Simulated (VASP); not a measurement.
Set up this calculation in VASP 6.6.1, as the native input.

- Task: relaxation of the atoms
- Functional: PBE
- Dispersion: D3(BJ)
- Potentials or basis: VASP PAW PBE potentials, release 64 (H)
- Cutoff: 520 eV
- k mesh: 1 × 1 × 1
- Occupations: gaussian, width 0.01 eV
- Spin: no spin polarisation
- Dipole correction: no
- Further INCAR settings: ALGO = Normal; EDIFF = 1e-06; IBRION = 2; EDIFFG = -0.01; NSW = 80

The structure of H2 lies in POSCAR:

```
H
1.0
    9.0000000000      0.0000000000      0.0000000000
    0.0000000000      9.2000000000      0.0000000000
    0.0000000000      0.0000000000     10.2000000000
H
2
Direct
    0.5000000000      0.5000000000      0.4631891303
    0.5000000000      0.5000000000      0.5368108697
```

One way to write it, as run:

INCAR

```
ALGO = Normal ; EDIFF = 1E-6
EDIFFG = -0.01 ; ENCUT = 520
GGA = PE ; IBRION = 2
ISIF = 2 ; ISMEAR = 0
IVDW = 12 ; LASPH = True
LCHARG = False ; LREAL = False
LWAVE = False ; NELM = 60
NSW = 80 ; PREC = Accurate
SIGMA = 0.01
```

KPOINTS

```
k-points
0
Gamma
  1 1 1
```

Potentials or basis: VASP PAW PBE potentials, release 64 (H).

The run is started by

```bash
$ cat potpaw_PBE.64/H/POTCAR > POTCAR
$ mpirun -np 1 vasp_gam > vasp.out
```

It gave:

```yaml
Energy_gained_by_relaxing: 0.0 meV/atom
Ionic_steps: 3
Gap_between_the_frontier_levels: 10.12 eV
Dispersion_energy_per_atom: -0.001 eV
```

It took 57 s on 1 thread of Intel(R) Xeon(R) Platinum 8488C (Sapphire Rapids) (shared host), peak memory 0.77 GiB.
